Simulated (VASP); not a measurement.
# InGa3P2 (P6/mmm) in VASP: a series of runs

The runs below take InGa3P2 through single point, relaxation of cell and atoms, with PBE.

Everything below comes from runs of VASP 6.6.1. Logs are shortened: lines on timing, memory, paths and dates and some standing lists are left out, and cuts for length are marked.

## (1) The cell of the first run

The structure is hexagonal, space group P6/mmm (No. 191). Conventional cell: a = 5.886 Å, b = 5.886 Å, c = 3.907 Å, α = 90.00°, β = 90.00°, γ = 120.00°. In (site symmetry 6/mmm) has 6 P at 3.40 Å and 12 Ga at 3.53 Å and 2 In at 3.91 Å within 4.5 Å. Ga (site symmetry mmm) has 4 P at 2.59 Å and 4 Ga at 2.94 Å and 4 In at 3.53 Å within 3.6 Å. Within 3.4 Å of P (site symmetry -6m2) lie 6 Ga at 2.59 Å and 3 In at 3.40 Å and 3 P at 3.40 Å.

The cell was built from a structure type or drawn by symmetry, and may not be a known phase.

## (2) Single point, PBE

The input, INCAR:

```
ALGO     = Normal         # electronic algorithm
EDIFF    = 1E-7           # SCF threshold, eV
ENCUT    = 520            # plane-wave cutoff, eV
GGA      = PE             # functional
ISIF     = 2              # what is computed and relaxed
ISMEAR   = 0              # smearing method
LASPH    = T              # aspherical terms in the spheres
LCHARG   = T              # write CHGCAR
LELF     = T              # ELF
LREAL    = F              # projectors in reciprocal space
LVHAR    = T            
LWAVE    = F              # write WAVECAR
NBANDS   = 40             # bands
NELM     = 60             # most SCF steps
PREC     = Accurate       # precision mode
SIGMA    = 0.1            # smearing width, eV
```

The input, KPOINTS:

```
k-points
0
Gamma
  3 3 4
```

The input, POSCAR:

```
InGa3P2
1.0
    5.8855964000      0.0000000000      0.0000000000
   -2.9427982000      5.0970760000      0.0000000000
    0.0000000000      0.0000000000      3.9073722200
In Ga P
1 3 2
Direct
    0.0000000000      0.0000000000      0.0000000000
    0.0000000000      0.5000000000      0.5000000000
    0.5000000000      0.5000000000      0.5000000000
    0.5000000000      0.0000000000      0.5000000000
    0.6666666700      0.3333333300      0.0000000000
    0.3333333300      0.6666666700      0.0000000000
```

Potentials or basis: VASP PAW PBE potentials, release 64 (In_d, Ga_d, P).

Launch:

```bash
$ cat potpaw_PBE.64/In_d/POTCAR potpaw_PBE.64/Ga_d/POTCAR potpaw_PBE.64/P/POTCAR > POTCAR
$ mpirun -np 1 vasp_std > vasp.out
```

OUTCAR:

```text
EDIFF = 1E-7
   ENCUT = 520
   GGA = PE
   ISIF = 2
   ISMEAR = 0
   LASPH = T
   LREAL = F
   NELM = 60
   PREC = Accurate

 ion  position               nearest neighbor table
   1  0.000  0.000  0.000-   5 3.40   6 3.40   5 3.40   6 3.40   5 3.40   6 3.40
   2  0.000  0.500  0.500-   5 2.59   6 2.59   5 2.59   6 2.59
   3  0.500  0.500  0.500-   5 2.59   6 2.59   5 2.59   6 2.59
   4  0.500  0.000  0.500-   5 2.59   6 2.59   5 2.59   6 2.59
   5  0.667  0.333  0.000-   2 2.59   2 2.59   4 2.59   4 2.59   3 2.59   3 2.59   1 3.40   1 3.40
                             1 3.40
   6  0.333  0.667  0.000-   2 2.59   2 2.59   4 2.59   4 2.59   3 2.59   3 2.59   1 3.40   1 3.40
                             1 3.40

  LATTYP: Found a hexagonal cell.
 ALAT       =     5.8855964000
 C/A-ratio  =     0.6638872180

  Lattice vectors:

 A1 = (   5.8855964000,   0.0000000000,   0.0000000000)
 A2 = (  -2.9427982000,   5.0970760000,   0.0000000000)
 A3 = (   0.0000000000,   0.0000000000,   3.9073722200)

Analysis of symmetry for initial positions (statically):
=====================================================================
 Subroutine PRICEL returns:
 Original cell was already a primitive cell.

 Routine SETGRP: Setting up the symmetry group for a
 hexagonal supercell.

 Subroutine GETGRP returns: Found 24 space group operations
 (whereof 24 operations were pure point group operations)
 out of a pool of 24 trial point group operations.

The static configuration has the point symmetry D_6h.

Analysis of symmetry for dynamics (positions and initial velocities):
=====================================================================
 Subroutine PRICEL returns:
 Original cell was already a primitive cell.

 Routine SETGRP: Setting up the symmetry group for a
 hexagonal supercell.

 Subroutine GETGRP returns: Found 24 space group operations
 (whereof 24 operations were pure point group operations)
 out of a pool of 24 trial point group operations.

The dynamic configuration has the point symmetry D_6h.

 Subroutine INISYM returns: Found 24 space group operations
 (whereof 24 operations are pure point group operations),
 and found     1 'primitive' translations

----------------------------------------------------------------------------------------

                                     Primitive cell

  volume of cell :     117.2186

  direct lattice vectors                    reciprocal lattice vectors
     5.885596400  0.000000000  0.000000000     0.169906316  0.098095457  0.000000000
    -2.942798200  5.097076000  0.000000000     0.000000000  0.196190914  0.000000000
     0.000000000  0.000000000  3.907372220     0.000000000  0.000000000  0.255926475

  length of vectors
     5.885596400  5.885596401  3.907372220     0.196190914  0.196190914  0.255926475

  position of ions in fractional coordinates (direct lattice)
     0.000000000  0.000000000  0.000000000
     0.000000000  0.500000000  0.500000000
     0.500000000  0.500000000  0.500000000
     0.500000000  0.000000000  0.500000000
     0.666666670  0.333333330  0.000000000
     0.333333330  0.666666670  0.000000000

  ion indices of the primitive-cell ions
   primitive index   ion index
                 1           1
                 2           2
                 3           3
                 4           4
                 5           5
                 6           6

----------------------------------------------------------------------------------------

 KPOINTS: k-points

Automatic generation of k-mesh.
 Grid dimensions read from file:
 generate k-points for:    3    3    4

 Generating k-lattice:

  Cartesian coordinates                     Fractional coordinates (reciprocal lattice)
     0.056635439  0.032698486  0.000000000     0.333333333  0.000000000  0.000000000
     0.000000000  0.065396971  0.000000000     0.000000000  0.333333333  0.000000000
     0.000000000  0.000000000  0.063981619     0.000000000  0.000000000  0.250000000

  Length of vectors
     0.065396971  0.065396971  0.063981619

  Shift w.r.t. Gamma in fractional coordinates (k-lattice)
     0.000000000  0.000000000  0.000000000

 Subroutine IBZKPT returns following result:
 ===========================================

 Found      9 irreducible k-points:

 Following reciprocal coordinates:
            Coordinates               Weight
  0.000000  0.000000  0.000000      1.000000
  0.333333 -0.000000  0.000000      6.000000
  0.333333  0.333333  0.000000      2.000000
  0.000000  0.000000  0.250000      2.000000
  0.333333 -0.000000  0.250000     12.000000
  0.333333  0.333333  0.250000      4.000000
  0.000000  0.000000  0.500000      1.000000
  0.333333 -0.000000  0.500000      6.000000
  0.333333  0.333333  0.500000      2.000000
   k-points           NKPTS =      9   k-points in BZ     NKDIM =      9   number of bands    NBANDS=     40
   number of dos      NEDOS =    301   number of ions     NIONS =      6
[... 40 lines left out ...]
   LORBIT       =      0    0 simple, 1 ext, 2 COOP (PROOUT), +10 PAW based schemes
   GGA     = PE    functional components
   LHFCALC =     F    Hartree Fock is set to
   AEXX    =    0.0000 exact exchange contribution
   IVDW    =     0    specifies the selected vdW correction
   LEPSILON=     F    determine dielectric tensor
   LRPA    =     F    only Hartree local field effects (RPA)
 non-spin polarized calculation
 Gauss-broadening in eV      SIGMA  =   0.10
  energy-cutoff  :      520.00
  volume of cell :      117.22
 maximum number of plane-waves:      3189
 NGX is ok and might be reduce to    48
   NGX = 21   NGY = 21   NGZ = 15

 number of electron      62.0000007 magnetization

 Free energy of the ion-electron system (eV)
  ---------------------------------------------------
  ext. energy  EPLUGINS =         0.00000000
  ---------------------------------------------------
  free energy    TOTEN  =       -21.15222578 eV

  energy without entropy =      -21.13616693  energy(sigma->0) =      -21.14419636

 E-fermi :   6.2209     XC(G=0): -10.6364

 val. band max:        6.1762972601   @ k =   0.0000   0.0000   0.5000
 cond. band min:       6.2699871968   @ k =   0.3333  -0.0000   0.5000
 fundamental gap:      0.0936899367
 Fermi energy:         6.2208841094

 k-point     1 :       0.0000    0.0000    0.0000
  band No.  band energies     occupation
      1      -8.6425      2.00000
      2      -8.5186      2.00000
      3      -8.5031      2.00000
      4      -8.5031      2.00000
      5      -8.4766      2.00000
      6      -8.4053      2.00000
[... 32 lines left out ...]
     39      11.8899      0.00000
     40      11.8899      0.00000

 k-point     2 :       0.3333   -0.0000    0.0000
  band No.  band energies     occupation
      1      -8.5697      2.00000
      2      -8.4940      2.00000
      3      -8.4806      2.00000
      4      -8.4383      2.00000
      5      -8.4355      2.00000
      6      -8.4176      2.00000
[... 32 lines left out ...]
     39      11.1918      0.00000
     40      11.5473      0.00000

 k-point     3 :       0.3333    0.3333    0.0000
  band No.  band energies     occupation
      1      -8.4812      2.00000
      2      -8.4812      2.00000
      3      -8.4699      2.00000
      4      -8.4281      2.00000
      5      -8.4281      2.00000
      6      -8.4142      2.00000
[... 32 lines left out ...]
     39      11.6859      0.00000
     40      11.6870      0.00000

 k-point     4 :       0.0000    0.0000    0.2500
  band No.  band energies     occupation
      1      -8.6032      2.00000
      2      -8.5953      2.00000
      3      -8.5006      2.00000
      4      -8.5006      2.00000
      5      -8.4407      2.00000
      6      -8.4120      2.00000
[... 32 lines left out ...]
     39      13.4099      0.00000
     40      13.4113      0.00000
[... 127 lines left out ...]
     39      13.8904      0.00000
     40      13.8904      0.00000

 k-point     8 :       0.3333   -0.0000    0.5000
  band No.  band energies     occupation
      1      -8.6130      2.00000
      2      -8.5252      2.00000
      3      -8.4825      2.00000
      4      -8.4421      2.00000
      5      -8.4327      2.00000
      6      -8.3984      2.00000
[... 32 lines left out ...]
     39      13.3431      0.00000
     40      13.6224      0.00000

 k-point     9 :       0.3333    0.3333    0.5000
  band No.  band energies     occupation
      1      -8.5304      2.00000
      2      -8.5304      2.00000
      3      -8.4662      2.00000
      4      -8.4473      2.00000
      5      -8.4473      2.00000
      6      -8.3965      2.00000
[... 32 lines left out ...]
     39      11.8816      0.00000
     40      12.1728      0.00000

------------------------ aborting loop because EDIFF is reached ----------------------------------------

  FORCE on cell =-STRESS in cart. coord.  units (eV):
  Direction    XX          YY          ZZ          XY          YZ          ZX
  --------------------------------------------------------------------------------------
  -------------------------------------------------------------------------------------
  Total        2.5701066      2.5701066      0.9023168      0.0000000     -0.0000000      0.0000000
  in kB       35.1289643     35.1289644     12.3331279      0.0000000     -0.0000000      0.0000000
  external PRESSURE =      27.5303522 kB  Pullay stress =       0.0000000 kB

 VOLUME and BASIS-vectors are now :
 -----------------------------------------------------------------------------
  energy-cutoff  :      520.00
  volume of cell :      117.22
      direct lattice vectors                 reciprocal lattice vectors
     5.885596400  0.000000000  0.000000000     0.169906316  0.098095457  0.000000000
    -2.942798200  5.097076000  0.000000000     0.000000000  0.196190914  0.000000000
     0.000000000  0.000000000  3.907372220     0.000000000  0.000000000  0.255926475

 POSITION                                       TOTAL-FORCE (eV/Angst)
 -----------------------------------------------------------------------------------
      0.00000      0.00000      0.00000        -0.000000     -0.000000      0.000000
     -1.47140      2.54854      1.95369        -0.000000     -0.000000      0.000000
      1.47140      2.54854      1.95369        -0.000000     -0.000000      0.000000
      2.94280      0.00000      1.95369        -0.000000     -0.000000      0.000000
      2.94280      1.69903      0.00000         0.000000      0.000000      0.000000
     -0.00000      3.39805      0.00000        -0.000000      0.000000      0.000000
 -----------------------------------------------------------------------------------
    total drift:                                0.000000      0.000000     -0.000000

  FREE ENERGIE OF THE ION-ELECTRON SYSTEM (eV)
  ---------------------------------------------------
  free  energy   TOTEN  =       -21.1522257788 eV

  energy  without entropy=      -21.1361669314  energy(sigma->0) =      -21.14419636
```

It took 39 s on 1 thread of Intel Xeon 6975P-C (Granite Rapids), shared host; peak memory 0.26 GiB.

What came out:

```yaml
Free_energy: -21.1522 eV
Pressure: 2.8 GPa
Band_gap_on_the_k_mesh: zero (bands 31 and 32 overlap by 2.03 eV)
```

Caveat: the k points lie up to 0.41 Å⁻¹ apart, too coarse for converged energies and pressures of a metal; spin-orbit coupling is left out, which moves the levels of the heavy elements.

## (3) Single point, PBE

This run uses another cell than the first one, of 21.05 Å³/atom.

The input, INCAR:

```
ALGO     = Normal         # electronic algorithm
EDIFF    = 1E-6           # SCF threshold, eV
ENCUT    = 520            # plane-wave cutoff, eV
GGA      = PE             # functional
ISIF     = 2              # what is computed and relaxed
ISMEAR   = 0              # smearing method
LASPH    = T              # aspherical terms in the spheres
LCHARG   = F              # write CHGCAR
LREAL    = F              # projectors in reciprocal space
LWAVE    = F              # write WAVECAR
NBANDS   = 40             # bands
NELM     = 60             # most SCF steps
PREC     = Accurate       # precision mode
SIGMA    = 0.1            # smearing width, eV
```

The input, KPOINTS:

```
k-points
0
Gamma
  6 6 10
```

The input, POSCAR:

```
InGa3P2
1.0
    6.3725824820      0.0000000000      0.0000000000
   -3.1862912410      5.5188183171      0.0000000000
    0.0000000000      0.0000000000      3.5905390704
In Ga P
1 3 2
Direct
    0.0000000000      0.0000000000      0.0000000000
    0.0000000000      0.5000000000      0.5000000000
    0.5000000000      0.5000000000      0.5000000000
    0.5000000000      0.0000000000      0.5000000000
    0.6666666667      0.3333333333      0.0000000000
    0.3333333333      0.6666666667      0.0000000000
```

Potentials or basis: VASP PAW PBE potentials, release 64 (In_d, Ga_d, P).

Launch:

```bash
$ cat potpaw_PBE.64/In_d/POTCAR potpaw_PBE.64/Ga_d/POTCAR potpaw_PBE.64/P/POTCAR > POTCAR
$ mpirun -np 1 vasp_std > vasp.out
```

Wall time 80 s (1 thread of Intel Xeon 6975P-C (Granite Rapids), shared host); peak memory 0.35 GiB.

The run converged. Its results:

| Item | Value |
| --- | --- |
| Free energy | -21.3360 eV |
| Pressure | 0.1 GPa |
| Band gap on the k mesh | zero (bands 31 and 32 overlap by 2.31 eV) |

Levels at points of the mesh, in eV from the Fermi level:
```csv
k point,band 28,band 29,band 30,band 31,band 32,band 33,band 34,band 35
"(0.00, 0.00, 0.00)",-2.55,-1.11,-0.40,0.83,0.83,2.33,3.43,3.43
"(0.50, 0.00, 0.00)",-1.99,-1.35,-0.77,-0.33,0.19,1.71,2.03,3.26
"(0.00, 0.00, 0.50)",-4.08,-3.29,-1.67,-1.67,-0.79,-0.69,-0.69,3.14
"(0.50, 0.00, 0.50)",-3.23,-2.01,-1.86,-0.70,-0.13,-0.12,1.54,2.16
```

Caveat: spin-orbit coupling is left out, which moves the levels of the heavy elements.

## (4) Single point, PBE

This run uses another cell than the first one, of 21.05 Å³/atom.

The input, INCAR:

```
SYSTEM = InGa3P2
ALGO = Normal
EDIFF = 1E-7
ENCUT = 520
GGA = PE
ISIF = 2
ISMEAR = 0
LASPH = .TRUE.
LCHARG = .FALSE.
LREAL = .FALSE.
LWAVE = .FALSE.
NBANDS = 40
NELM = 80
PREC = Accurate
SIGMA = 0.1
```

The input, KPOINTS:

```
k-points
0
G
  6 6 10
  0 0 0
```

POSCAR is that of step 3.

Launch:

```bash
$ cat potpaw_PBE.64/In_d/POTCAR potpaw_PBE.64/Ga_d/POTCAR potpaw_PBE.64/P/POTCAR > POTCAR
$ mpirun -np 1 vasp_std > vasp.out
```

Wall time 94 s (1 thread of Intel Xeon 6975P-C (Granite Rapids), shared host); peak memory 0.35 GiB.

The run converged. Its results:

```yaml
Free_energy: -21.3360 eV
Pressure: 0.1 GPa
Band_gap_on_the_k_mesh: zero (bands 31 and 32 overlap by 2.31 eV)
```

Levels at points of the mesh, in eV from the Fermi level:
| k point | band 27 | band 28 | band 29 | band 30 | band 31 | band 32 | band 33 | band 34 | band 35 | band 36 |
| --- | --- | --- | --- | --- | --- | --- | --- | --- | --- | --- |
| (0.00, 0.00, 0.00) | -4.20 | -2.55 | -1.11 | -0.40 | 0.83 | 0.83 | 2.33 | 3.43 | 3.43 | 3.76 |
| (0.50, 0.00, 0.00) | -2.56 | -1.99 | -1.35 | -0.77 | -0.33 | 0.19 | 1.71 | 2.03 | 3.26 | 3.34 |
| (0.00, 0.00, 0.50) | -4.08 | -4.08 | -3.29 | -1.67 | -1.67 | -0.79 | -0.69 | -0.69 | 3.14 | 3.14 |
| (0.50, 0.00, 0.50) | -4.35 | -3.23 | -2.01 | -1.86 | -0.70 | -0.13 | -0.12 | 1.54 | 2.16 | 2.22 |

Caveat: spin-orbit coupling is left out, which moves the levels of the heavy elements.

## (5) Relaxation of cell and atoms, PBE

The input, INCAR:

```
SYSTEM = InGa3P2
PREC = Accurate
ENCUT = 600
EDIFF = 1E-6
ISMEAR = 0
SIGMA = 0.1
LREAL = .FALSE.
LASPH = .TRUE.
NELM = 80
ALGO = Normal
ISIF = 3
LWAVE = .FALSE.
LCHARG = .FALSE.
GGA = PE
IBRION = 2
NSW = 100
EDIFFG = -0.01
```

The input, KPOINTS:

```
Automatic mesh
0
G
  6 6 10
  0 0 0
```

The input, POSCAR:

```
InGa3P2
1.0
    5.8855964000      0.0000000000      0.0000000000
   -2.9427982000      5.0970760000      0.0000000000
    0.0000000000      0.0000000000      3.9073722200
In Ga P
1 3 2
Direct
    0.0000000000      0.0000000000      0.0000000000
    0.0000000000      0.5000000000      0.5000000000
    0.5000000000      0.5000000000      0.5000000000
    0.5000000000      0.0000000000      0.5000000000
    0.6666666700      0.3333333300      0.0000000000
    0.3333333300      0.6666666700      0.0000000000
```

Launch:

```bash
$ cat potpaw_PBE.64/In_d/POTCAR potpaw_PBE.64/Ga_d/POTCAR potpaw_PBE.64/P/POTCAR > POTCAR
$ mpirun -np 1 vasp_std > vasp.out
```

Wall time 8.4 min (1 thread of Intel Xeon 6975P-C (Granite Rapids), shared host); peak memory 0.4 GiB.

The run converged. Its results:

```
Free energy                           : -21.3338 eV
Relaxed volume                        : 21.05 Å³/atom
Relaxed cell                          : a = 6.364 Å, b = 6.364 Å, c = 3.600 Å, α = 90.00°, β = 90.00°, γ = 120.00°
Space group after relaxing (to 0.1 Å) : P6/mmm (No. 191)
Energy gained by relaxing             : 62.1 meV/atom
Ionic steps                           : 9
Pressure after relaxing               : 0.0 GPa
Band gap on the k mesh                : zero (bands 31 and 32 overlap by 2.32 eV)
```

Stress tensor (GPa, compression positive):
```
 0.02  0.00  0.00
 0.00  0.02  0.00
 0.00  0.00 -0.07
```

The path:
```csv
step,energy change (eV),largest force (eV/Å),pressure (GPa),volume (Å³)
1,0.0000,0.0000,3.25,117.22
2,-0.2184,0.0000,0.27,123.98
3,-0.2853,0.0000,-1.73,130.05
4,-0.3583,0.0000,-0.41,127.23
5,-0.3704,0.0000,0.52,125.06
6,-0.3709,0.0000,0.35,125.39
7,-0.3725,0.0000,-0.06,126.22
8,-0.3725,0.0000,0.06,126.21
9,-0.3725,0.0000,-0.01,126.27
```

Final structure:
```cif
data_structure
_symmetry_space_group_name_H-M 'P 1'
_symmetry_Int_Tables_number 1
_cell_length_a 6.3641
_cell_length_b 6.3641
_cell_length_c 3.5999
_cell_angle_alpha 90.000
_cell_angle_beta 90.000
_cell_angle_gamma 120.000
_cell_volume 126.27
loop_
_atom_site_label
_atom_site_type_symbol
_atom_site_fract_x
_atom_site_fract_y
_atom_site_fract_z
_atom_site_occupancy
In1 In 0.00000 0.00000 0.00000 1
Ga1 Ga 0.00000 0.50000 0.50000 1
Ga2 Ga 0.50000 0.50000 0.50000 1
Ga3 Ga 0.50000 0.00000 0.50000 1
P1 P 0.66667 0.33333 0.00000 1
P2 P 0.33333 0.66667 0.00000 1
```

Levels at points of the mesh, in eV from the Fermi level:
| k point | band 29 | band 30 | band 31 | band 32 | band 33 | band 34 |
| --- | --- | --- | --- | --- | --- | --- |
| (0.00, 0.00, 0.00) | -1.15 | -0.42 | 0.85 | 0.85 | 2.28 | 3.41 |
| (0.50, 0.00, 0.00) | -1.38 | -0.75 | -0.35 | 0.17 | 1.70 | 2.01 |
| (0.00, 0.00, 0.50) | -3.30 | -1.67 | -1.67 | -0.78 | -0.70 | -0.70 |
| (0.50, 0.00, 0.50) | -2.01 | -1.85 | -0.70 | -0.12 | -0.11 | 1.55 |

Caveat: spin-orbit coupling is left out, which moves the levels of the heavy elements.

## (6) The runs side by side

| task | cell | k mesh | cutoff (eV) | gap on the mesh (eV) | pressure (GPa) |
| --- | --- | --- | --- | --- | --- |
| single point | a = 5.886, b = 5.886, c = 3.907 Å, angles 90.0, 90.0, 120.0°, 6 atoms | 3 × 3 × 4 | 520 | none | 2.8 |
| single point | a = 6.373, b = 6.373, c = 3.591 Å, angles 90.0, 90.0, 120.0°, 6 atoms | 6 × 6 × 10 | 520 | none | 0.1 |
| relaxation of cell and atoms | relaxed from a = 5.886, b = 5.886, c = 3.907 Å, angles 90.0, 90.0, 120.0°, 6 atoms | 6 × 6 × 10 | 600 | none | 0.0 |

Alike in all rows: level PBE; potentials or basis VASP PAW PBE potentials, release 64 (In_d, Ga_d, P); no spin polarisation; smearing gaussian 0.1 eV.

Caveats: some runs use coarse meshes; spin-orbit coupling is left out, which moves the levels of the heavy elements.

Total energies depend on the potentials used, so only differences within one code and one set of settings carry meaning.
